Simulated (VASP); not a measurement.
# GaSb (Immm) in VASP: a series of runs, part 2 of 2

VASP 6.6.1. The steps go on from the part before.

### Step 3. Single point, r2SCAN

POSCAR

```
GaSb
1.0
   -1.5559010000      2.6750030000      2.8933130000
    1.5559010000     -2.6750030000      2.8933130000
    1.5559010000      2.6750030000     -2.8933130000
Ga Sb
1 1
Direct
    0.0000000000      0.0000000000      0.0000000000
    0.5000000000      0.5000000000      0.0000000000
```

INCAR.step1

```
PREC = Accurate ; ENCUT = 520
ISMEAR = -1 ; SIGMA = 0.05
LREAL = False ; LASPH = True
NELM = 100 ; NBANDS = 16
GGA = PE ; ALGO = Normal
EDIFF = 1E-4 ; LWAVE = True
LCHARG = False
```

INCAR.step2

```
PREC = Accurate ; ENCUT = 520
EDIFF = 1E-7 ; ISMEAR = -1
SIGMA = 0.05 ; LREAL = False
LASPH = True ; NELM = 100
ALGO = Normal ; ISIF = 2
LWAVE = False ; LCHARG = True
METAGGA = R2SCAN ; LMIXTAU = True
LELF = True ; LVHAR = True
NBANDS = 16 ; ISTART = 1
```

KPOINTS

```
Automatic mesh
0
Gamma
  4 4 4
```

Potentials or basis: VASP PAW PBE potentials, release 64 (Ga_d, Sb).

Run with:

```console
$ cat potpaw_PBE.64/Ga_d/POTCAR potpaw_PBE.64/Sb/POTCAR > POTCAR
$ cp INCAR.step1 INCAR
$ mpirun -np 1 vasp_std > vasp.out
$ cp INCAR.step2 INCAR
$ mpirun -np 1 vasp_std > vasp.out
```

OUTCAR:

```text
PREC = Accurate
   ENCUT = 520
   EDIFF = 1E-7
   ISMEAR = -1
   LREAL = False
   LASPH = True
   NELM = 100
   ISIF = 2
   METAGGA = R2SCAN
   ISTART = 1

 ion  position               nearest neighbor table
   1  0.000  0.000  0.000-   2 2.89   2 2.89   2 3.09   2 3.09   2 3.09   2 3.09
   2  0.500  0.500  0.000-   1 2.89   1 2.89   1 3.09   1 3.09   1 3.09   1 3.09

  LATTYP: Found a body centered orthorhombic cell.
 ALAT       =     3.1118020000
 B/A-ratio  =     1.7192629865
 C/A-ratio  =     1.8595739703

  Lattice vectors:

 A1 = (  -1.5559010000,   2.6750030000,   2.8933130000)
 A2 = (   1.5559010000,  -2.6750030000,   2.8933130000)
 A3 = (   1.5559010000,   2.6750030000,  -2.8933130000)

Analysis of symmetry for initial positions (statically):
=====================================================================
 Subroutine PRICEL returns:
 Original cell was already a primitive cell.

 Routine SETGRP: Setting up the symmetry group for a
 body centered orthorhombic supercell.

 Subroutine GETGRP returns: Found  8 space group operations
 (whereof  8 operations were pure point group operations)
 out of a pool of  8 trial point group operations.

The static configuration has the point symmetry D_2h.

Analysis of symmetry for dynamics (positions and initial velocities):
=====================================================================
 Subroutine PRICEL returns:
 Original cell was already a primitive cell.

 Routine SETGRP: Setting up the symmetry group for a
 body centered orthorhombic supercell.

 Subroutine GETGRP returns: Found  8 space group operations
 (whereof  8 operations were pure point group operations)
 out of a pool of  8 trial point group operations.
[... 105 lines left out ...]
   NELECT =      18.0000    total number of electrons
   NUPDOWN=      -1.0000    fix difference up-down
   EMIN   =  10.00;   EMAX   =-10.00  energy-range for DOS
   EFERMI =   0.00;   METHOD = LEGACY
   ISMEAR =    -1;   SIGMA  =   0.05  broadening in eV -4-tet -1-fermi 0-gaus
   EFERMI_NEDOS =   21; number of points for ismear=-14 and -15
   IALGO  =     38    algorithm
   IMIX   =      4    mixing-type and parameters
     AMIX     =   0.40;   BMIX     =  1.00
     AMIX_MAG =   1.60;   BMIX_MAG =  1.00
  volume/ion in A,a.u.               =      24.08       162.53
  Fermi-wavevector in a.u.,A,eV,Ry     =   1.179176  2.228319 18.918287  1.390455
  Thomas-Fermi vector in A             =   2.315491
   LORBIT       =      0    0 simple, 1 ext, 2 COOP (PROOUT), +10 PAW based schemes
   METAGGA = R2SCAN    functional components
   LHFCALC =     F    Hartree Fock is set to
   AEXX    =    0.0000 exact exchange contribution
   IVDW    =     0    specifies the selected vdW correction
   LEPSILON=     F    determine dielectric tensor
   LRPA    =     F    only Hartree local field effects (RPA)
 non-spin polarized calculation
  energy-cutoff  :      520.00
  volume of cell :       48.17
 maximum number of plane-waves:      1318
   NGX = 15   NGY = 15   NGZ = 15

 number of electron      17.9999989 magnetization

 Free energy of the ion-electron system (eV)
  ---------------------------------------------------
  ext. energy  EPLUGINS =         0.00000000
  ---------------------------------------------------
  free energy    TOTEN  =       -36.85475568 eV

  energy without entropy =      -36.84521683  energy(sigma->0) =      -36.84998625

 E-fermi :   6.4453     XC(G=0): -10.9804

 val. band max:        6.2460043718   @ k =   0.2500   0.2500  -0.0000
 cond. band min:       6.4929077084   @ k =  -0.2500   0.2500   0.0000
 fundamental gap:      0.2469033366
 Fermi energy:         6.4453426937

 k-point     1 :       0.0000    0.0000    0.0000
  band No.  band energies     occupation
      1      -9.1415      2.00000
      2      -9.0608      2.00000
      3      -9.0525      2.00000
      4      -9.0247      2.00000
      5      -8.9973      2.00000
      6      -6.0318      2.00000
[... 319 lines left out ...]
      3      -9.0234      2.00000
      4      -9.0203      2.00000
      5      -8.9921      2.00000
      6      -3.4206      2.00000
[... 8 lines left out ...]
     15      20.7868      0.00000
     16      21.2763      0.00000

------------------------ aborting loop because EDIFF is reached ----------------------------------------

  FORCE on cell =-STRESS in cart. coord.  units (eV):
  Direction    XX          YY          ZZ          XY          YZ          ZX
  --------------------------------------------------------------------------------------
  -------------------------------------------------------------------------------------
  Total        0.9378732     -1.4517944     -2.0912223     -0.0000000      0.0000000      0.0000000
  in kB       31.1955799    -48.2896491    -69.5583282     -0.0000000      0.0000000      0.0000000
  external PRESSURE =     -28.8841324 kB  Pullay stress =       0.0000000 kB

 VOLUME and BASIS-vectors are now :
 -----------------------------------------------------------------------------
  energy-cutoff  :      520.00
  volume of cell :       48.17
      direct lattice vectors                 reciprocal lattice vectors
    -1.555901000  2.675003000  2.893313000     0.000000000  0.186915678  0.172812274
     1.555901000 -2.675003000  2.893313000     0.321357207  0.000000000  0.172812274
     1.555901000  2.675003000 -2.893313000     0.321357207  0.186915678  0.000000000

 POSITION                                       TOTAL-FORCE (eV/Angst)
 -----------------------------------------------------------------------------------
      0.00000      0.00000      0.00000        -0.000000     -0.000000      0.000000
      0.00000      0.00000      2.89331         0.000000      0.000000     -0.000000
 -----------------------------------------------------------------------------------
    total drift:                                0.000000     -0.000000     -0.000000

  FREE ENERGIE OF THE ION-ELECTRON SYSTEM (eV)
  ---------------------------------------------------
  free  energy   TOTEN  =       -36.8547556786 eV

  energy  without entropy=      -36.8452168282  energy(sigma->0) =      -36.84998625
```

OSZICAR.step1:

```text
N       E                     dE             d eps       ncg     rms          rms(c)
DAV:   1     0.788024322742E+02    0.78802E+02   -0.85626E+03   584   0.144E+03
DAV:   2    -0.988477610877E+00   -0.79791E+02   -0.76623E+02   680   0.297E+02
DAV:   3    -0.680214771866E+01   -0.58137E+01   -0.57956E+01   680   0.612E+01
DAV:   4    -0.689797523818E+01   -0.95828E-01   -0.95811E-01   712   0.886E+00
DAV:   5    -0.690009598409E+01   -0.21207E-02   -0.21207E-02   744   0.120E+00    0.232E+00
DAV:   6    -0.687533337393E+01    0.24763E-01   -0.55544E-02   776   0.361E+00    0.130E+00
DAV:   7    -0.687275088248E+01    0.25825E-02   -0.10180E-02   880   0.952E-01    0.355E-01
DAV:   8    -0.687252973524E+01    0.22115E-03   -0.14778E-03   760   0.435E-01    0.380E-02
DAV:   9    -0.687254896825E+01   -0.19233E-04   -0.10100E-04   640   0.125E-01
   1 F= -.68725490E+01 E0= -.68659117E+01  d E =-.132745E-01
```

It took 44 s on 1 thread of Intel Xeon Platinum 8375C at 2.90GHz (Ice Lake), shared host; peak memory 0.19 GiB.

Results:

```
Free energy            : -36.8548 eV
Pressure               : -2.9 GPa
Band gap on the k mesh : zero (band 9 reaches 8.00 eV, above the bottom of band 10 at 4.56 eV)
```

Caveat: the k points lie up to 0.58 Å⁻¹ apart; the PAW data sets were made with another functional, which shifts forces and pressure a little; spin-orbit coupling is left out, which moves the levels of the heavy elements.

### Step 4. Single point, r2SCAN

POSCAR is that of step 3.

INCAR.step1

```
SYSTEM = GaSb
PREC = Accurate
ENCUT = 520
ISMEAR = -1
SIGMA = 0.05
LREAL = .FALSE.
LASPH = .TRUE.
NELM = 80
NBANDS = 16
GGA = PE
ALGO = Normal
EDIFF = 1E-4
LWAVE = .TRUE.
LCHARG = .FALSE.
```

INCAR.step2

```
SYSTEM = GaSb
PREC = Accurate
ENCUT = 520
EDIFF = 1E-7
ISMEAR = -1
SIGMA = 0.05
LREAL = .FALSE.
LASPH = .TRUE.
NELM = 80
ALGO = Normal
ISIF = 2
LWAVE = .FALSE.
LCHARG = .TRUE.
METAGGA = R2SCAN
LMIXTAU = .TRUE.
LELF = .TRUE.
LVHAR = .TRUE.
NBANDS = 16
ISTART = 1
```

KPOINTS

```
Automatic mesh
0
G
  5 5 5
  0 0 0
```

Run with:

```console
$ cat potpaw_PBE.64/Ga_d/POTCAR potpaw_PBE.64/Sb/POTCAR > POTCAR
$ cp INCAR.step1 INCAR
$ mpirun -np 1 vasp_std > vasp.out
$ cp INCAR.step2 INCAR
$ mpirun -np 1 vasp_std > vasp.out
```

Wall time 47 s (1 thread of Intel Xeon Platinum 8375C at 2.90GHz (Ice Lake), shared host); peak memory 0.19 GiB.

It converged, with:

```
Free energy            : -36.8472 eV
Pressure               : -1.5 GPa
Band gap on the k mesh : zero (band 9 reaches 8.53 eV, above the bottom of band 10 at 4.87 eV)
```

Stress tensor (GPa, compression positive):
```
 1.35  0.00  0.00
 0.00 -3.10  0.00
 0.00  0.00 -2.88
```

Levels at points of the mesh, in eV from the Fermi level:
| k point | band 5 | band 6 | band 7 | band 8 | band 9 | band 10 | band 11 | band 12 | band 13 | band 14 |
| --- | --- | --- | --- | --- | --- | --- | --- | --- | --- | --- |
| (0.00, 0.00, 0.00) | -15.24 | -12.52 | -3.17 | -2.36 | -1.88 | 3.79 | 5.65 | 6.51 | 7.98 | 8.55 |

Caveat: the k points lie up to 0.47 Å⁻¹ apart; the PAW data sets were made with another functional, which shifts forces and pressure a little; spin-orbit coupling is left out, which moves the levels of the heavy elements.

### Step 5. Single point, r2SCAN

POSCAR is that of step 4.

INCAR.step1

```
SYSTEM = GaSb
ALGO = Normal ; EDIFF = 1E-4
ENCUT = 520 ; GGA = PE
ISMEAR = -1 ; LASPH = .TRUE.
LCHARG = .FALSE. ; LREAL = .FALSE.
LWAVE = .TRUE. ; NBANDS = 16
NELM = 100 ; PREC = Accurate
SIGMA = 0.05
```

INCAR.step2

```
SYSTEM = GaSb
ALGO = Normal ; EDIFF = 1E-6
ENCUT = 520 ; ISIF = 2
ISMEAR = -1 ; ISTART = 1
LASPH = .TRUE. ; LCHARG = .FALSE.
LMIXTAU = .TRUE. ; LREAL = .FALSE.
LWAVE = .FALSE. ; METAGGA = R2SCAN
NBANDS = 16 ; NELM = 100
PREC = Accurate ; SIGMA = 0.05
```

KPOINTS

```
k-points
0
G
  6 6 6
  0 0 0
```

Run with:

```console
$ cat potpaw_PBE.64/Ga_d/POTCAR potpaw_PBE.64/Sb/POTCAR > POTCAR
$ cp INCAR.step1 INCAR
$ mpirun -np 1 vasp_std > vasp.out
$ cp INCAR.step2 INCAR
$ mpirun -np 1 vasp_std > vasp.out
```

It took 75 s on 1 thread of Intel Xeon Platinum 8375C at 2.90GHz (Ice Lake), shared host; peak memory 0.2 GiB.

It converged, with:

| Property | Result |
| --- | --- |
| Free energy | -36.9841 eV |
| Pressure | -1.6 GPa |
| Band gap on the k mesh | zero (band 9 reaches 8.06 eV, above the bottom of band 10 at 3.42 eV) |

Stress tensor (GPa, compression positive):
```
-3.14  0.00  0.00
 0.00 -1.84  0.00
 0.00  0.00  0.25
```

Levels at points of the mesh, in eV from the Fermi level:
```csv
k point,band 6,band 7,band 8,band 9,band 10,band 11,band 12,band 13
"(0.00, 0.00, 0.00)",-12.81,-3.48,-2.67,-2.18,3.50,5.36,6.20,7.67
"(0.50, 0.00, 0.00)",-11.34,-8.70,-0.61,1.29,1.98,2.53,4.78,7.12
"(0.00, 0.50, 0.00)",-8.64,-6.60,-2.46,-0.72,-0.62,0.90,2.80,3.66
"(0.50, 0.50, 0.00)",-8.60,-5.61,-3.28,-2.57,-2.17,3.43,3.78,6.57
"(0.50, 0.50, 0.50)",-10.25,-6.46,-5.60,-5.35,3.17,7.21,9.87,10.64
```

Caveat: the k points lie up to 0.39 Å⁻¹ apart; the PAW data sets were made with another functional, which shifts forces and pressure a little; spin-orbit coupling is left out, which moves the levels of the heavy elements.

### Step 6. Single point, r2SCAN

POSCAR is that of step 5.

INCAR.step1

```
SYSTEM = GaSb
  ALGO = Normal
  EDIFF = 1E-4
  ENCUT = 520
  GGA = PE
  ISMEAR = -1
  LASPH = .TRUE.
  LCHARG = .FALSE.
  LREAL = .FALSE.
  LWAVE = .TRUE.
  NBANDS = 16
  NELM = 60
  PREC = Accurate
  SIGMA = 0.05
```

INCAR.step2

```
SYSTEM = GaSb
  ALGO = Normal
  EDIFF = 1E-6
  ENCUT = 520
  ISIF = 2
  ISMEAR = -1
  ISTART = 1
  LASPH = .TRUE.
  LCHARG = .FALSE.
  LMIXTAU = .TRUE.
  LREAL = .FALSE.
  LWAVE = .FALSE.
  METAGGA = R2SCAN
  NBANDS = 16
  NELM = 60
  PREC = Accurate
  SIGMA = 0.05
```

KPOINTS

```
k-points
0
G
  8 8 8
  0 0 0
```

Potentials or basis: VASP PAW PBE potentials, release 64 (Ga_d, Sb).

Run with:

```console
$ cat potpaw_PBE.64/Ga_d/POTCAR potpaw_PBE.64/Sb/POTCAR > POTCAR
$ cp INCAR.step1 INCAR
$ mpirun -np 1 vasp_std > vasp.out
$ cp INCAR.step2 INCAR
$ mpirun -np 1 vasp_std > vasp.out
```

Run time: 2.3 min. Hardware: 1 thread of Intel Xeon Platinum 8375C at 2.90GHz (Ice Lake), shared host; peak memory 0.24 GiB.

The run converged. Its results:

* Free energy: -36.9676 eV
* Pressure: -1.9 GPa
* Band gap on the k mesh: zero (band 9 reaches 8.45 eV, above the bottom of band 10 at 3.97 eV)

Stress tensor (GPa, compression positive):
```
 1.15  0.00  0.00
 0.00 -2.75  0.00
 0.00  0.00 -4.03
```

Levels at points of the mesh, in eV from the Fermi level:
| k point | band 7 | band 8 | band 9 | band 10 | band 11 | band 12 |
| --- | --- | --- | --- | --- | --- | --- |
| (0.00, 0.00, 0.00) | -3.12 | -2.30 | -1.82 | 3.86 | 5.76 | 6.56 |
| (0.50, 0.00, 0.00) | -8.35 | -0.23 | 1.64 | 2.34 | 2.89 | 5.17 |
| (0.00, 0.50, 0.00) | -6.23 | -2.07 | -0.37 | -0.25 | 1.26 | 3.16 |
| (0.50, 0.50, 0.00) | -5.22 | -2.93 | -2.20 | -1.82 | 3.79 | 4.14 |
| (0.50, 0.50, 0.50) | -6.12 | -5.24 | -4.98 | 3.55 | 7.59 | 10.23 |

Caveat: the PAW data sets were made with another functional, which shifts forces and pressure a little; spin-orbit coupling is left out, which moves the levels of the heavy elements.

### Step 7. The runs side by side

```tsv
k mesh	gap on the mesh (eV)	pressure (GPa)
3 × 3 × 3	none	-3.0
4 × 4 × 4	none	-2.9
5 × 5 × 5	none	-1.5
6 × 6 × 6	none	-1.6
8 × 8 × 8	none	-1.9
```

Alike in all rows: task single point; level r2SCAN; potentials or basis VASP PAW PBE potentials, release 64 (Ga_d, Sb); no spin polarisation; cell as given; cutoff (eV) 520; smearing fermi-dirac 0.05 eV.

Caveats: some runs use coarse meshes; the PAW data sets were made with another functional, which shifts forces and pressure a little; spin-orbit coupling is left out, which moves the levels of the heavy elements.

Absolute energies hang on the potentials; compare differences alone.
